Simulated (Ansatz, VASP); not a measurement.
# Two plane-wave programs on BeZn3Se4

```
Be Zn Se
1.0
     3.87242    0.00000    0.00000
     0.00000    7.74485    0.00000
     0.00000    0.00000    5.47644
Be Zn Se
1 3 4
Cartesian
  0.0000 3.8724 0.0000
  0.0000 0.0000 0.0000
  1.9362 5.8086 2.7382
  1.9362 1.9362 2.7382
  0.0000 1.9362 1.3691
  0.0000 5.8086 1.3691
  1.9362 0.0000 4.1073
  1.9362 3.8724 4.1073
```

Alike in both runs: task single point; functional PBE; k mesh 4 × 2 × 4; occupations gaussian, width 0.1 eV; no spin polarisation.

|  | VASP | Ansatz |
| --- | --- | --- |
| version | VASP 6.6.1 | Ansatz 0.2.0 |
| potentials or method | VASP PAW PBE potentials, release 64 (Be, Zn, Se), cutoff 520 eV | scalar-relativistic, plane waves, PAW |
| valence electrons in the cell | 62 | 102 |

|  | VASP | Ansatz | Ansatz less VASP |
| --- | --- | --- | --- |
| gap on the k mesh at the Fermi level (eV) | 2.01 | 2.01 | -0.006 |
| least direct gap on the mesh (eV) | 2.01 | 2.01 | -0.006 |
| pressure (GPa) | 6.1 | 5.8 | -0.29 |
| traceless stress, the component that is largest in VASP (GPa) | -0.34 | -0.35 | -0.001 |
| rms of the force components (eV/Å) | 0.569 | 0.562 | -0.0073 |

Atom by atom the forces differ by 0.007 eV/Å (rms over components). The functional is the same, so the differences come from potentials, cutoffs and numerics. VASP's potentials hold 62 valence electrons a cell and Ansatz's 102, so a difference there can come from the potentials and not from the codes.
